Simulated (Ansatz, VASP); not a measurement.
# Al: VASP beside Ansatz

The input INCAR:

```
SYSTEM = Al
  PREC = Accurate
  ENCUT = 520
  EDIFF = 1E-6
  ISMEAR = 0
  SIGMA = 0.15
  LREAL = .False.
  LASPH = .True.
  NELM = 60
  ALGO = Normal
  ISIF = 2
  LWAVE = .False.
  LCHARG = .False.
  GGA = PS
  NBANDS = 8
```

KPOINTS

```
Automatic mesh
0
Gamma
  20 20 20
  0 0 0
```

The input POSCAR:

```
Al
1.0
   -1.6309991572      1.6309991572      1.6707796245
    1.6309991572     -1.6309991572      1.6707796245
    1.6309991572      1.6309991572     -1.6707796245
Al
1
Direct
    0.0000000000      0.0000000000      0.0000000000
```

Input for Ansatz:

```yaml
crystal:
  lattice:
    - [-1.6309991572, 1.6309991572, 1.6707796245]
    - [1.6309991572, -1.6309991572, 1.6707796245]
    - [1.6309991572, 1.6309991572, -1.6707796245]
  atoms:
    - { symbol: Al, position: [0.0, 0.0, 0.0] }
basis:
  ecutwfc: 420
kpoints:
  mp_grid: { grid: [20, 20, 20] }
hamiltonian:
  xc: pbesol
scf:
  occupations: { method: gaussian, width: 0.15 }
output:
  forces: true
  stress: true
  eigenvalues: true
```

Change from the starting cell: strain +0.025 along x and y, +0.050 along z, atoms carried along.

Alike in both runs: task single point; functional PBEsol; k mesh 20 × 20 × 20; occupations gaussian, width 0.15 eV; no spin polarisation.

```csv
,VASP,Ansatz
version,VASP 6.6.1,Ansatz 0.2.0
potentials or method,"VASP PAW PBE potentials, release 64 (Al), cutoff 520 eV","scalar-relativistic, plane waves, PAW"
valence electrons in the cell,3,3
```

```csv
,VASP,Ansatz,Ansatz less VASP
gap on the k mesh at the Fermi level (eV),none,none,-
pressure (GPa),-4.3,-4.4,-0.04
"traceless stress, the component that is largest in VASP (GPa)",0.53,0.53,-0.002
```

VASP's potentials were made for PBE, not for PBEsol. A gap of «none» marks a metal or a gap that the smearing closes.
